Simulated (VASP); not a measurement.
# Ge (Fd-3m) in VASP: relaxation of cell and atoms with LDA

Aim: the relaxation of cell and atoms of Ge with LDA.

Everything below comes from runs of VASP 6.6.1. Logs are shortened: lines on timing, memory, paths and dates and some standing lists are left out, and cuts for length are marked.

## (1) The cell of the first run

Symmetry: Fd-3m, No. 227, cubic system. Conventional cell: a = 4.169 Å, b = 4.169 Å, c = 4.169 Å, α = 90.00°, β = 90.00°, γ = 90.00°. Within 2.4 Å of Ge (site symmetry -43m) lie 4 Ge at 1.81 Å.

## (2) Relaxation of cell and atoms, LDA, target pressure 460 GPa, at which the enthalpy is minimised

File INCAR:

```
SYSTEM = Ge
PREC = Accurate ; ENCUT = 600
EDIFF = 1E-6 ; ISMEAR = -1
SIGMA = 0.1 ; LREAL = .FALSE.
LASPH = .TRUE. ; NELM = 60
ALGO = Normal ; ISIF = 3
LWAVE = .FALSE. ; LCHARG = .FALSE.
IBRION = 2 ; NSW = 32
EDIFFG = -0.005 ; PSTRESS = 4600.0
```

File KPOINTS:

```
Automatic mesh
0
G
  15 15 15
  0 0 0
```

File POSCAR:

```
Ge
1.0
    0.0000000000      2.0844645549      2.0844645549
    2.0844645549      0.0000000000      2.0844645549
    2.0844645549      2.0844645549      0.0000000000
Ge
2
Direct
   -0.1250000000     -0.1250000000     -0.1250000000
    0.1250000000      0.1250000000      0.1250000000
```

Potentials or basis: VASP PAW LDA potentials, release 64 (Ge_d).

Launch:

```bash
> cat potpaw_LDA.64/Ge_d/POTCAR > POTCAR
> mpirun -np 1 vasp_std > vasp.out
```

OUTCAR:

```text
SYSTEM = Ge
   PREC = Accurate
   ENCUT = 600
   EDIFF = 1E-6
   ISMEAR = -1
   LREAL = .FALSE.
   LASPH = .TRUE.
   NELM = 60
   ISIF = 3
   IBRION = 2
   NSW = 32
   EDIFFG = -0.005
   PSTRESS = 4600.0

 ion  position               nearest neighbor table
   1  0.875  0.875  0.875-   2 1.81   2 1.81   2 1.81   2 1.81
   2  0.125  0.125  0.125-   1 1.81   1 1.81   1 1.81   1 1.81

  LATTYP: Found a face centered cubic cell.
 ALAT       =     4.1689291098

  Lattice vectors:

 A1 = (   0.0000000000,   2.0844645549,   2.0844645549)
 A2 = (   2.0844645549,   0.0000000000,   2.0844645549)
 A3 = (   2.0844645549,   2.0844645549,   0.0000000000)

Analysis of symmetry for initial positions (statically):
=====================================================================
 Subroutine PRICEL returns:
 Original cell was already a primitive cell.

 Routine SETGRP: Setting up the symmetry group for a
 face centered cubic supercell.

 Subroutine GETGRP returns: Found 48 space group operations
 (whereof 12 operations were pure point group operations)
 out of a pool of 48 trial point group operations.

The static configuration has the point symmetry D_3d.
 The point group associated with its full space group is O_h .

Analysis of symmetry for dynamics (positions and initial velocities):
=====================================================================
 Subroutine PRICEL returns:
 Original cell was already a primitive cell.

 Routine SETGRP: Setting up the symmetry group for a
 face centered cubic supercell.

 Subroutine GETGRP returns: Found 48 space group operations
 (whereof 12 operations were pure point group operations)
 out of a pool of 48 trial point group operations.

The dynamic configuration has the point symmetry D_3d.
 The point group associated with its full space group is O_h .

 Subroutine INISYM returns: Found 48 space group operations
 (whereof 12 operations are pure point group operations),
 and found     1 'primitive' translations

----------------------------------------------------------------------------------------

                                     Primitive cell

  volume of cell :      18.1140

  direct lattice vectors                    reciprocal lattice vectors
     0.000000000  2.084464555  2.084464555    -0.239869754  0.239869754  0.239869754
     2.084464555  0.000000000  2.084464555     0.239869754 -0.239869754  0.239869754
[... 102 lines left out ...]
   IALGO  =     38    algorithm
   IMIX   =      4    mixing-type and parameters
     AMIX     =   0.40;   BMIX     =  1.00
     AMIX_MAG =   1.60;   BMIX_MAG =  1.00
  volume/ion in A,a.u.               =       9.06        61.12
  Fermi-wavevector in a.u.,A,eV,Ry     =   1.892880  3.577024 48.749583  3.582993
  Thomas-Fermi vector in A             =   2.933698
   LORBIT       =      0    0 simple, 1 ext, 2 COOP (PROOUT), +10 PAW based schemes
   GGA     = CA    functional components
   LHFCALC =     F    Hartree Fock is set to
   AEXX    =    0.0000 exact exchange contribution
   IVDW    =     0    specifies the selected vdW correction
   LEPSILON=     F    determine dielectric tensor
   LRPA    =     F    only Hartree local field effects (RPA)
 conjugate gradient relaxation of ions
 non-spin polarized calculation
  energy-cutoff  :      600.00
  volume of cell :       18.11
 maximum number of plane-waves:       620
   NGX = 11   NGY = 11   NGZ = 11

--------------------------------------- Ionic step        1  -------------------------------------------

 number of electron      27.9999978 magnetization

 Free energy of the ion-electron system (eV)
  ---------------------------------------------------
  ext. energy  EPLUGINS =         0.00000000
  ---------------------------------------------------
  free energy    TOTEN  =         7.78321661 eV

  energy without entropy =        7.79323460  energy(sigma->0) =        7.78822561

------------------------ aborting loop because EDIFF is reached ----------------------------------------

  FORCE on cell =-STRESS in cart. coord.  units (eV):
  Direction    XX          YY          ZZ          XY          YZ          ZX
  --------------------------------------------------------------------------------------
  -------------------------------------------------------------------------------------
  Total       57.0804586     57.0804586     57.0804586     -0.0000000     -0.0000000      0.0000000
  in kB     5048.7573273   5048.7573273   5048.7573273     -0.0000000     -0.0000000      0.0000000
  external PRESSURE =     448.7573273 kB  Pullay stress =    4600.0000000 kB
[... 97 lines left out ...]
  energy  without entropy=        5.9556947749  energy(sigma->0) =        5.95098480

  enthalpy is  TOTEN    =        59.7219624036 eV   P V=       53.7756875792

[... ionic steps 4 to 9 ...]

--------------------------------------- Ionic step       10  -------------------------------------------

 number of electron      27.9999988 magnetization

------------------------ aborting loop because EDIFF is reached ----------------------------------------
[... 71 lines left out ...]
--------------------------------------- Ionic step       12  -------------------------------------------

 number of electron      27.9999988 magnetization

 Free energy of the ion-electron system (eV)
  ---------------------------------------------------
  ext. energy  EPLUGINS =         0.00000000
  ---------------------------------------------------
  free energy    TOTEN  =         6.24749762 eV

  energy without entropy =        6.25700046  energy(sigma->0) =        6.25224904

 E-fermi :  17.8846     XC(G=0): -15.3315

 val. band max:       17.8692678596   @ k =   0.4000   0.4000   0.0000
 cond. band min:      17.9128131643   @ k =  -0.4667   0.3333   0.0000
 fundamental gap:      0.0435453047
 Fermi energy:        17.8845775479

 k-point     1 :       0.0000    0.0000    0.0000
  band No.  band energies     occupation
      1     -11.0518      2.00000
      2     -11.0518      2.00000
      3     -11.0518      2.00000
      4     -10.9469      2.00000
      5     -10.9469      2.00000
      6      -9.4078      2.00000
[... 481 lines left out ...]
      5     -10.5816      2.00000
      6      -9.7722      2.00000
[... 10 lines left out ...]
     17      25.9000      0.00000
     18      26.1703      0.00000

 [... further k-points ...]

------------------------ aborting loop because EDIFF is reached ----------------------------------------

  FORCE on cell =-STRESS in cart. coord.  units (eV):
  Direction    XX          YY          ZZ          XY          YZ          ZX
  --------------------------------------------------------------------------------------
  -------------------------------------------------------------------------------------
  Total       53.4729802     53.4729802     53.4729802      0.0000000     -0.0000000     -0.0000000
  in kB     4600.1061899   4600.1061899   4600.1061899      0.0000000     -0.0000000     -0.0000000
  external PRESSURE =       0.1061899 kB  Pullay stress =    4600.0000000 kB
[... 21 lines left out ...]
  energy  without entropy=        6.2570004565  energy(sigma->0) =        6.25224904

  enthalpy is  TOTEN    =        59.7192434637 eV   P V=       53.4717458413

 reached required accuracy - stopping structural energy minimisation
```

OSZICAR:

```text
N       E                     dE             d eps       ncg     rms          rms(c)
DAV:   1     0.157512854938E+03    0.15751E+03   -0.14934E+04  5090   0.547E+03
DAV:   2     0.196039196947E+02   -0.13791E+03   -0.13446E+03  4322   0.542E+02
DAV:   3     0.677210474050E+01   -0.12832E+02   -0.12736E+02  4580   0.135E+02
DAV:   4     0.653661346353E+01   -0.23549E+00   -0.23491E+00  4748   0.190E+01
[... 71 lines left out ...]
  11 F= 0.59719246E+02 E0= 0.59723998E+02  d E =-.324506E-05
       N       E                     dE             d eps       ncg     rms          rms(c)
DAV:   1     0.624749584031E+01   -0.37925E-02   -0.16251E-05  5394   0.125E-01    0.806E-03
DAV:   2     0.624749713262E+01    0.12923E-05   -0.99719E-07  2262   0.387E-02    0.411E-03
DAV:   3     0.624749762242E+01    0.48980E-06   -0.53744E-07  2174   0.215E-02
  12 F= 0.59719243E+02 E0= 0.59723995E+02  d E =-.569877E-05
```

CONTCAR:

```text
Ge
   1.00000000000000
     0.0000000000000000    2.1038545246549885    2.1038545246549880
     2.1038545246549880    0.0000000000000000    2.1038545246549880
     2.1038545246549880    2.1038545246549885   -0.0000000000000000
  Ge
     2
Direct
     0.8750000000000000    0.8750000000000000    0.8750000000000000
     0.1250000000000000    0.1250000000000000    0.1250000000000000

  0.00000000E+00  0.00000000E+00  0.00000000E+00
  0.00000000E+00  0.00000000E+00  0.00000000E+00
```

Wall time 1.8 min (1 thread of Intel Xeon 6975P-C (Granite Rapids), shared host); peak memory 0.17 GiB.

What came out:

```
Free energy                                                : 6.2475 eV
Relaxed volume                                             : 9.31 Å³/atom
Relaxed cell                                               : a = 2.975 Å, b = 2.975 Å, c = 2.975 Å, α = 60.00°, β = 60.00°, γ = 60.00°
Space group after relaxing (to 0.1 Å)                      : Fd-3m (No. 227)
Energy change on relaxing (the run minimises the enthalpy) : -767.9 meV/atom
Ionic steps                                                : 12
Pressure after relaxing                                    : 460.0 GPa
Band gap on the k mesh                                     : zero (bands 14 and 15 overlap by 2.23 eV)
```

The path:
| step | energy change (eV) | largest force (eV/Å) | pressure (GPa) | volume (Å³) |
| --- | --- | --- | --- | --- |
| 1 | 0.0000 | 0.0000 | 504.88 | 18.11 |
| 2 | -13.1477 | 0.0000 | 141.28 | 25.61 |
| 3 | -1.8369 | 0.0000 | 451.65 | 18.73 |
| 4 | -1.5517 | 0.0000 | 459.63 | 18.63 |
| 5 | -1.5218 | 0.0000 | 460.77 | 18.62 |
| 6 | -1.5267 | 0.0000 | 460.20 | 18.62 |
| 7 | -1.5285 | 0.0000 | 460.46 | 18.62 |
| 8 | -1.5286 | 0.0000 | 460.45 | 18.62 |
| 9 | -1.5291 | 0.0000 | 460.46 | 18.62 |
| 10 | -1.5300 | 0.0000 | 460.43 | 18.62 |
| 11 | -1.5319 | 0.0000 | 460.38 | 18.62 |
| 12 | -1.5357 | 0.0000 | 460.01 | 18.62 |

Final structure:
```cif
data_structure
_symmetry_space_group_name_H-M 'P 1'
_symmetry_Int_Tables_number 1
_cell_length_a 2.9753
_cell_length_b 2.9753
_cell_length_c 2.9753
_cell_angle_alpha 60.000
_cell_angle_beta 60.000
_cell_angle_gamma 60.000
_cell_volume 18.62
loop_
_atom_site_label
_atom_site_type_symbol
_atom_site_fract_x
_atom_site_fract_y
_atom_site_fract_z
_atom_site_occupancy
Ge1 Ge 0.87500 0.87500 0.87500 1
Ge2 Ge 0.12500 0.12500 0.12500 1
```

Levels at points of the mesh, in eV from the Fermi level:
```tsv
k point	band 12	band 13	band 14	band 15	band 16	band 17
(0.00, 0.00, 0.00)	1.55	1.55	1.55	3.28	3.28	3.28
```

Caveat: the cell is relaxed towards a set pressure, so the run minimises the enthalpy, not the energy.
